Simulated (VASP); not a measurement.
# SnSe2 (P-3m1) in VASP: notebook

The runs below take SnSe2 through single point, with PBE+D3(BJ).

Program: VASP 6.6.1. These are calculated values, not measurements. Logs are shortened: lines on timing, memory, paths and dates and some standing lists are left out, and cuts for length are marked.

**Measured values to compare with.**

From “Temperature Dependent Excitonic Transition Energy and Enhanced Electron-Phonon Coupling in Layered Ternary SnS2-xSex Semiconductors with Fully Tunable Stoichiometry”, 2021, pmc:8069899, for a bulk crystal of SnSe2 at 300 K: band gap 1.207 eV (an exciton energy, a little under the gap).

How close the calculation comes is told below.

## 1. The cell of the first run

Symmetry: P-3m1, No. 164, trigonal system. The conventional cell has a = 3.695 Å, b = 3.695 Å, c = 6.145 Å, α = 90.00°, β = 90.00°, γ = 120.00°. Within 3.5 Å of Sn (site symmetry -3m) lie 6 Se at 2.68 Å. Within 3.7 Å of Se (site symmetry 3m) lie 3 Sn at 2.68 Å and 9 Se at 3.59 to 3.70 Å.

## 2. Single point, PBE+D3(BJ) (24.22 Å³/atom)

File INCAR:

```
PREC     = Accurate       # precision mode
ENCUT    = 500            # plane-wave cutoff, eV
EDIFF    = 1E-6           # SCF threshold, eV
ISMEAR   = 0              # smearing method
SIGMA    = 0.03           # smearing width, eV
LREAL    = F              # projectors in reciprocal space
LASPH    = T              # aspherical terms in the spheres
NELM     = 120            # most SCF steps
ALGO     = Normal         # electronic algorithm
ISIF     = 2              # what is computed and relaxed
LWAVE    = F              # write WAVECAR
LCHARG   = F              # write CHGCAR
GGA      = PE             # functional
IVDW     = 12             # dispersion correction
NBANDS   = 20             # bands
GGA_COMPAT= F
```

File KPOINTS:

```
regular mesh
0
Gamma
  12 12 6
```

File POSCAR:

```
SnSe2
1.0
    3.6950551223      0.0000000000      0.0000000000
   -1.8475275612      3.2000116043      0.0000000000
    0.0000000000      0.0000000000      6.1445071629
Sn Se
1 2
Direct
    0.0000000000      0.0000000000      0.0000000000
    0.3333333333      0.6666666667      0.2651331237
    0.6666666667      0.3333333333      0.7348668763
```

Potentials or basis: VASP PAW PBE potentials, release 64 (Sn_d, Se).

Launch:

```
$ cat potpaw_PBE.64/Sn_d/POTCAR potpaw_PBE.64/Se/POTCAR > POTCAR
$ mpirun -np 1 vasp_std > vasp.out
```

OUTCAR:

```text
PREC = Accurate
   ENCUT = 500
   EDIFF = 1E-6
   ISMEAR = 0
   LREAL = F
   LASPH = T
   NELM = 120
   ISIF = 2
   GGA = PE
   IVDW = 12
 IVDW          = 12

 ion  position               nearest neighbor table
   1  0.000  0.000  0.000-   2 2.68   3 2.68   3 2.68   2 2.68   3 2.68   2 2.68
   2  0.333  0.667  0.265-   1 2.68   1 2.68   1 2.68
   3  0.667  0.333  0.735-   1 2.68   1 2.68   1 2.68

  LATTYP: Found a hexagonal cell.
 ALAT       =     3.6950551223
 C/A-ratio  =     1.6629000000

  Lattice vectors:

 A1 = (   3.6950551223,   0.0000000000,   0.0000000000)
 A2 = (  -1.8475275612,   3.2000116043,   0.0000000000)
 A3 = (   0.0000000000,   0.0000000000,   6.1445071629)

Analysis of symmetry for initial positions (statically):
=====================================================================
 Subroutine PRICEL returns:
 Original cell was already a primitive cell.

 Routine SETGRP: Setting up the symmetry group for a
 hexagonal supercell.

 Subroutine GETGRP returns: Found 12 space group operations
 (whereof 12 operations were pure point group operations)
 out of a pool of 24 trial point group operations.

The static configuration has the point symmetry D_3d.

Analysis of symmetry for dynamics (positions and initial velocities):
=====================================================================
 Subroutine PRICEL returns:
 Original cell was already a primitive cell.

 Routine SETGRP: Setting up the symmetry group for a
 hexagonal supercell.

 Subroutine GETGRP returns: Found 12 space group operations
 (whereof 12 operations were pure point group operations)
 out of a pool of 24 trial point group operations.

The dynamic configuration has the point symmetry D_3d.

 Subroutine INISYM returns: Found 12 space group operations
 (whereof 12 operations are pure point group operations),
 and found     1 'primitive' translations

----------------------------------------------------------------------------------------

                                     Primitive cell

  volume of cell :      72.6540

  direct lattice vectors                    reciprocal lattice vectors
     3.695055122  0.000000000  0.000000000     0.270631957  0.156249433  0.000000000
    -1.847527561  3.200011604  0.000000000     0.000000000  0.312498867  0.000000000
     0.000000000  0.000000000  6.144507163     0.000000000  0.000000000  0.162746983

  length of vectors
     3.695055122  3.695055122  6.144507163     0.312498867  0.312498867  0.162746983

  position of ions in fractional coordinates (direct lattice)
     0.000000000  0.000000000  0.000000000
     0.333333333  0.666666667  0.265133124
     0.666666667  0.333333333  0.734866876

  ion indices of the primitive-cell ions
   primitive index   ion index
                 1           1
                 2           2
                 3           3

----------------------------------------------------------------------------------------

 KPOINTS: regular mesh

Automatic generation of k-mesh.
 Grid dimensions read from file:
 generate k-points for:   12   12    6

 Generating k-lattice:

  Cartesian coordinates                     Fractional coordinates (reciprocal lattice)
     0.022552663  0.013020786  0.000000000     0.083333333  0.000000000  0.000000000
     0.000000000  0.026041572  0.000000000     0.000000000  0.083333333  0.000000000
     0.000000000  0.000000000  0.027124497     0.000000000  0.000000000  0.166666667

  Length of vectors
     0.026041572  0.026041572  0.027124497

  Shift w.r.t. Gamma in fractional coordinates (k-lattice)
     0.000000000  0.000000000  0.000000000

 Subroutine IBZKPT returns following result:
 ===========================================

 Found    100 irreducible k-points:

 Following reciprocal coordinates:
            Coordinates               Weight
  0.000000  0.000000  0.000000      1.000000
  0.083333  0.000000  0.000000      6.000000
  0.166667  0.000000  0.000000      6.000000
  0.250000  0.000000  0.000000      6.000000
  0.333333 -0.000000  0.000000      6.000000
  0.416667  0.000000  0.000000      6.000000
[... 16 lines left out ...]
  0.166667  0.000000  0.166667      6.000000
  0.000000  0.166667  0.166667      6.000000
 [... further k-points ...]
   k-points           NKPTS =    100   k-points in BZ     NKDIM =    100   number of bands    NBANDS=     20
   number of dos      NEDOS =    301   number of ions     NIONS =      3
   total plane-waves  NPLWV =  37632
   dimension x,y,z NGX =    28 NGY =   28 NGZ =   48
   dimension x,y,z NGXF=    56 NGYF=   56 NGZF=   96
   ions per type =               1   2
   NGX,Y,Z   is equivalent  to a cutoff of  12.60, 12.60, 12.99 a.u.
   NGXF,Y,Z  is equivalent  to a cutoff of  25.20, 25.20, 25.97 a.u.
 SYSTEM =  unknown system
   PREC   = accura    normal or accurate (medium, high low for compatibility)
   ISTART =      0    job   : 0-new  1-cont  2-samecut
   ICHARG =      2    charge: 1-file 2-atom 10-const
[... 43 lines left out ...]
   NGX = 13   NGY = 13   NGZ = 23

 number of electron      26.0000001 magnetization

 Free energy of the ion-electron system (eV)
  ---------------------------------------------------
  ext. energy  EPLUGINS =         0.00000000
  ---------------------------------------------------
  free energy    TOTEN  =       -11.65385241 eV

  energy without entropy =      -11.65385241  energy(sigma->0) =      -11.65385241

 E-fermi :   5.1312     XC(G=0):  -9.8137

 val. band max:        5.0093482287   @ k =   0.1667   0.0000   0.1667
 cond. band min:       5.3942495587   @ k =   0.0000   0.4167   0.3333
 fundamental gap:      0.3849013300
 Fermi energy:         5.1311852425

 k-point     1 :       0.0000    0.0000    0.0000
  band No.  band energies     occupation
      1     -16.4429      2.00000
      2     -16.4429      2.00000
      3     -16.3885      2.00000
      4     -16.3741      2.00000
      5     -16.3741      2.00000
      6      -9.3334      2.00000
[... 12 lines left out ...]
     19      14.1387      0.00000
     20      14.1387      0.00000

 k-point     2 :       0.0833    0.0000    0.0000
  band No.  band energies     occupation
      1     -16.4460      2.00000
      2     -16.4389      2.00000
      3     -16.3860      2.00000
      4     -16.3771      2.00000
      5     -16.3742      2.00000
      6      -9.2574      2.00000
[... 12 lines left out ...]
     19      13.2717      0.00000
     20      14.2090      0.00000

 k-point     3 :       0.1667    0.0000    0.0000
  band No.  band energies     occupation
      1     -16.4557      2.00000
      2     -16.4286      2.00000
      3     -16.3859      2.00000
      4     -16.3773      2.00000
      5     -16.3740      2.00000
      6      -9.0340      2.00000
[... 12 lines left out ...]
     19      13.1160      0.00000
     20      14.3053      0.00000

 k-point     4 :       0.2500    0.0000    0.0000
  band No.  band energies     occupation
      1     -16.4707      2.00000
      2     -16.4167      2.00000
      3     -16.3953      2.00000
      4     -16.3715      2.00000
      5     -16.3662      2.00000
      6      -8.6795      2.00000
[... 12 lines left out ...]
     19      13.4670      0.00000
     20      14.6245      0.00000

 k-point     5 :       0.3333   -0.0000    0.0000
  band No.  band energies     occupation
      1     -16.4873      2.00000
      2     -16.4088      2.00000
      3     -16.4037      2.00000
      4     -16.3649      2.00000
      5     -16.3545      2.00000
      6      -8.2316      2.00000
[... 12 lines left out ...]
     19      14.2860      0.00000
     20      14.9043      0.00000
[... 353 lines left out ...]
      6      -9.2054      2.00000
[... 12 lines left out ...]
     19      13.1316      0.00000
     20      14.2371      0.00000

 k-point    22 :       0.0000    0.0833    0.1667
  band No.  band energies     occupation
      1     -16.4460      2.00000
      2     -16.4389      2.00000
      3     -16.3859      2.00000
      4     -16.3772      2.00000
      5     -16.3742      2.00000
      6      -9.2053      2.00000
[... 12 lines left out ...]
     19      13.1539      0.00000
     20      13.8729      0.00000

 k-point    23 :       0.1667    0.0000    0.1667
  band No.  band energies     occupation
      1     -16.4557      2.00000
      2     -16.4286      2.00000
      3     -16.3859      2.00000
      4     -16.3773      2.00000
      5     -16.3740      2.00000
      6      -8.9831      2.00000
[... 12 lines left out ...]
     19      13.4670      0.00000
     20      13.7516      0.00000

 k-point    24 :       0.0000    0.1667    0.1667
  band No.  band energies     occupation
      1     -16.4557      2.00000
      2     -16.4286      2.00000
      3     -16.3860      2.00000
      4     -16.3773      2.00000
      5     -16.3740      2.00000
      6      -8.9825      2.00000
[... 12 lines left out ...]
     19      12.8567      0.00000
     20      14.0754      0.00000

 [... further k-points ...]

------------------------ aborting loop because EDIFF is reached ----------------------------------------

 Edisp (eV)   -1.15396

 E8    (eV) :    -0.5046

  FORCE on cell =-STRESS in cart. coord.  units (eV):
  Direction    XX          YY          ZZ          XY          YZ          ZX
  --------------------------------------------------------------------------------------
  -------------------------------------------------------------------------------------
  Total       2.57851     2.57851     0.57737    -0.00000     0.00000    -0.00000
  in kB      56.86165    56.86165    12.73225    -0.00000     0.00000    -0.00000
  external pressure =       42.15 kB  Pullay stress =        0.00 kB

 VOLUME and BASIS-vectors are now :
 -----------------------------------------------------------------------------
  energy-cutoff  :      500.00
  volume of cell :       72.65
      direct lattice vectors                 reciprocal lattice vectors
     3.695055122  0.000000000  0.000000000     0.270631957  0.156249433  0.000000000
    -1.847527561  3.200011604  0.000000000     0.000000000  0.312498867  0.000000000
     0.000000000  0.000000000  6.144507163     0.000000000  0.000000000  0.162746983

 POSITION                                       TOTAL-FORCE (eV/Angst)
 -----------------------------------------------------------------------------------
      0.00000      0.00000      0.00000        -0.000000     -0.000000      0.000000
     -0.00000      2.13334      1.62911        -0.000000     -0.000000      0.120429
      1.84753      1.06667      4.51539         0.000000      0.000000     -0.120429
 -----------------------------------------------------------------------------------
    total drift:                               -0.000000      0.000000      0.000000

  FREE ENERGIE OF THE ION-ELECTRON SYSTEM (eV)
  ---------------------------------------------------
  free  energy   TOTEN  =       -12.8078117797 eV

  energy  without entropy=      -12.8078117797  energy(sigma->0) =      -12.80781178
```

Wall time 91 s (1 thread of Intel Xeon Platinum 8488C (Sapphire Rapids), shared host); peak memory 0.28 GiB.

Results:

| Quantity | Value |
| --- | --- |
| Free energy | -12.8078 eV |
| Pressure | 4.2 GPa |
| Largest force | 0.120 eV/Å |
| Band gap on the k mesh | 0.38 eV (least direct gap 1.11 eV) |
| Dispersion energy per atom | -0.385 eV |

Forces on the atoms (eV/Å):
```
Sn   0.000  0.000  0.000
Se   0.000  0.000  0.120
Se   0.000  0.000 -0.120
```

Stress tensor (GPa, compression positive):
```
5.69 0.00 0.00
0.00 5.69 0.00
0.00 0.00 1.27
```

Caveat: the cell stands under pressure; spin-orbit coupling is left out, which moves the levels of the heavy elements. A k mesh can miss the band edges.

## 3. Single point, PBE+D3(BJ) (24.22 Å³/atom)

File INCAR:

```
SYSTEM = SnSe2
ALGO = Normal
EDIFF = 1E-6
ENCUT = 500
GGA = PE
GGA_COMPAT = .False.
ISIF = 2
ISMEAR = 0
IVDW = 12
LASPH = .True.
LCHARG = .False.
LREAL = .False.
LWAVE = .False.
NBANDS = 20
NELM = 120
PREC = Accurate
SIGMA = 0.03
```

File KPOINTS:

```
k-points
0
Gamma
  12 12 6
  0 0 0
```

File POSCAR:

```
SnSe2
1.0
    3.7705006747      0.0000000000      0.0000000000
   -1.8852503374      3.2653493693      0.0000000000
    0.0000000000      0.0000000000      5.9010711661
Sn Se
1 2
Direct
    0.0000000000      0.0000000000      0.0000000000
    0.3333333333      0.6666666667      0.2651331237
    0.6666666667      0.3333333333      0.7348668763
```

Potentials or basis: VASP PAW PBE potentials, release 64 (Sn_d, Se).

Launch:

```
$ cat potpaw_PBE.64/Sn_d/POTCAR potpaw_PBE.64/Se/POTCAR > POTCAR
$ mpirun -np 1 vasp_std > vasp.out
```

Wall time 90 s (1 thread of Intel Xeon Platinum 8488C (Sapphire Rapids), shared host); peak memory 0.28 GiB.

The run converged. Its results:

| Property | Result |
| --- | --- |
| Free energy | -12.8454 eV |
| Pressure | 4.3 GPa |
| Largest force | 0.484 eV/Å |
| Band gap on the k mesh | 0.39 eV (least direct gap 1.03 eV) |
| Dispersion energy per atom | -0.385 eV |

Forces in eV/Å, atoms in the order of the input:
```
Sn   0.000  0.000  0.000
Se   0.000  0.000  0.484
Se   0.000  0.000 -0.484
```

Stress tensor (GPa, compression positive):
```
4.24 0.00 0.00
0.00 4.24 0.00
0.00 0.00 4.33
```

Levels at points of the mesh, in eV from the valence-band top:
```csv
k point,band 11,band 12,band 13,band 14,band 15,band 16
"(0.00, 0.00, 0.00)",-0.63,-0.63,-0.11,0.92,2.89,4.56
"(0.50, 0.00, 0.00)",-2.91,-1.86,-0.44,1.15,3.52,4.90
"(0.00, 0.00, 0.50)",-0.99,-0.35,-0.35,2.62,2.82,4.13
"(0.50, 0.00, 0.50)",-2.20,-1.23,-1.11,0.67,3.88,4.49
```

Caveat: the cell stands under pressure; spin-orbit coupling is left out, which moves the levels of the heavy elements.

## 4. Single point, PBE+D3(BJ)

This run uses another cell than the first one, of the same volume but with other edges.

File INCAR:

```
PREC = Accurate ; ENCUT = 500
EDIFF = 1E-6 ; ISMEAR = -4
SIGMA = 0.03 ; LREAL = F
LASPH = T ; NELM = 120
ALGO = Normal ; ISIF = 2
LWAVE = F ; LCHARG = F
GGA = PE ; IVDW = 12
NBANDS = 20 ; GGA_COMPAT = F
```

File KPOINTS:

```
regular mesh
0
Gamma
  12 12 6
```

File POSCAR:

```
SnSe2
1.0
    3.6210871371      0.0000000000      0.0000000000
   -1.8105435686      3.1359534500      0.0000000000
    0.0000000000      0.0000000000      6.3980988625
Sn Se
1 2
Direct
    0.0000000000      0.0000000000      0.0000000000
    0.3333333333      0.6666666667      0.2651331237
    0.6666666667      0.3333333333      0.7348668763
```

Launch:

```
$ cat potpaw_PBE.64/Sn_d/POTCAR potpaw_PBE.64/Se/POTCAR > POTCAR
$ mpirun -np 1 vasp_std > vasp.out
```

It took 73 s on 1 thread of Intel Xeon Platinum 8488C (Sapphire Rapids), shared host; peak memory 0.29 GiB.

It converged, with:

```
Free energy                : -12.6762 eV
Pressure                   : 4.2 GPa
Largest force              : 0.298 eV/Å
Band gap on the k mesh     : zero (filled and empty bands overlap)
Dispersion energy per atom : -0.384 eV
```

Forces in eV/Å, atoms in the order of the input:
```
Sn   0.000  0.000  0.000
Se   0.000  0.000 -0.298
Se   0.000  0.000  0.298
```

Stress tensor (GPa, compression positive):
```
 7.59  0.00  0.00
 0.00  7.59  0.00
 0.00  0.00 -2.54
```

Levels at points of the mesh, in eV from the Fermi level:
| k point | band 10 | band 11 | band 12 | band 13 | band 14 | band 15 | band 16 | band 17 |
| --- | --- | --- | --- | --- | --- | --- | --- | --- |
| (0.00, 0.00, 0.00) | -0.41 | -0.41 | -0.20 | -0.20 | 1.01 | 3.52 | 4.88 | 4.88 |
| (0.50, 0.00, 0.00) | -3.88 | -2.50 | -2.24 | -0.51 | 0.93 | 3.37 | 4.61 | 4.83 |
| (0.00, 0.00, 0.50) | -0.54 | -0.54 | -0.02 | -0.02 | 2.92 | 3.39 | 4.64 | 4.64 |
| (0.50, 0.00, 0.50) | -2.86 | -2.29 | -1.51 | -0.95 | 0.00 | 2.96 | 4.31 | 4.98 |

Caveat: the cell stands under pressure; semilocal functionals underestimate gaps, so a narrow gap can read as zero; spin-orbit coupling is left out, which moves the levels of the heavy elements.

## 5. Single point, PBE+D3(BJ) (25.58 Å³/atom)

This run uses another cell than the first one, of 25.58 Å³/atom.

File INCAR:

```
  ALGO = Normal
  EDIFF = 1E-6
  ENCUT = 500
  GGA = PE
  GGA_COMPAT = False
  ISIF = 2
  ISMEAR = 0
  IVDW = 12
  LASPH = True
  LCHARG = False
  LREAL = False
  LWAVE = False
  NBANDS = 20
  NELM = 120
  PREC = Accurate
  SIGMA = 0.03
```

File KPOINTS:

```
k-points
0
Gamma
  12 12 6
```

File POSCAR:

```
SnSe2
1.0
    3.9185221928      0.0000000000      0.0000000000
   -1.9592610964      3.3935397643      0.0000000000
    0.0000000000      0.0000000000      5.7715913378
Sn Se
1 2
Direct
    0.0000000000      0.0000000000      0.0000000000
    0.3333333333      0.6666666667      0.2651331237
    0.6666666667      0.3333333333      0.7348668763
```

Launch:

```
$ cat potpaw_PBE.64/Sn_d/POTCAR potpaw_PBE.64/Se/POTCAR > POTCAR
$ mpirun -np 1 vasp_std > vasp.out
```

It took 99 s on 1 thread of Intel Xeon Platinum 8488C (Sapphire Rapids), shared host; peak memory 0.29 GiB.

The run converged. Its results:

```
Free energy                : -12.8657 eV
Pressure                   : 0.1 GPa
Largest force              : 0.322 eV/Å
Band gap on the k mesh     : 0.16 eV (least direct gap 0.20 eV)
Dispersion energy per atom : -0.364 eV
```

Forces on the atoms (eV/Å):
```
Sn   0.000  0.000  0.000
Se   0.000  0.000  0.322
Se   0.000  0.000 -0.322
```

Stress tensor (GPa, compression positive):
```
-0.97  0.00  0.00
 0.00 -0.97  0.00
 0.00  0.00  2.19
```

Levels at points of the mesh, in eV from the valence-band top:
```csv
k point,band 9,band 10,band 11,band 12,band 13,band 14,band 15,band 16,band 17,band 18
"(0.00, 0.00, 0.00)",-1.22,-1.22,-1.08,-1.08,-0.04,0.16,2.32,4.06,4.06,8.17
"(0.50, 0.00, 0.00)",-4.46,-3.40,-3.18,-1.85,-0.65,0.83,3.20,4.62,4.80,7.10
"(0.00, 0.00, 0.50)",-2.47,-1.41,-1.41,-0.76,-0.76,1.86,2.21,3.55,3.55,7.18
"(0.50, 0.00, 0.50)",-5.27,-2.84,-2.10,-1.40,-1.39,0.62,3.82,4.46,5.81,5.87
```

Caveat: spin-orbit coupling is left out, which moves the levels of the heavy elements.

## 6. The runs side by side

```csv
cell,smearing,gap on the mesh (eV),pressure (GPa),largest force (eV/Å)
"a = 3.695, b = 3.695, c = 6.145 Å, angles 90.0, 90.0, 120.0°, 3 atoms",gaussian 0.03 eV,0.38,4.2,0.12
"a = 3.771, b = 3.771, c = 5.901 Å, angles 90.0, 90.0, 120.0°, 3 atoms",gaussian 0.03 eV,0.39,4.3,0.48
"a = 3.621, b = 3.621, c = 6.398 Å, angles 90.0, 90.0, 120.0°, 3 atoms",tetrahedron,none,4.2,0.30
"a = 3.919, b = 3.919, c = 5.772 Å, angles 90.0, 90.0, 120.0°, 3 atoms",gaussian 0.03 eV,0.16,0.1,0.32
```

Alike in all rows: task single point; level PBE+D3(BJ); potentials or basis VASP PAW PBE potentials, release 64 (Sn_d, Se); no spin polarisation; k mesh 12 × 12 × 6; cutoff (eV) 500.

Caveats: spin-orbit coupling is left out, which moves the levels of the heavy elements; the cell stands under pressure (at least some runs); semilocal functionals underestimate gaps, so a narrow gap can read as zero (at least some runs).

Absolute energies hang on the potentials; compare differences alone.

## 7. Comparison with measurements

Step 5. Against the measured gap of SnSe2, 1.207 eV (an exciton energy, a little under the gap; 300 K; “Temperature Dependent Excitonic Transition Energy and Enhanced Electron-Phonon Coupling in Layered Ternary SnS2-xSex Semiconductors with Fully Tunable Stoichiometry”, 2021, pmc:8069899), the calculated 0.16 eV is off by -1.04 eV. So large a miss can be the level of theory's own, or it may mean another phase, state or a wrong row. Spin-orbit coupling on Se, Sn is left out. The value is that of PBE+D3(BJ) on a finite k mesh, which can miss the band edges, without temperature or zero-point motion. Semilocal functionals fall short of measured gaps as a rule.
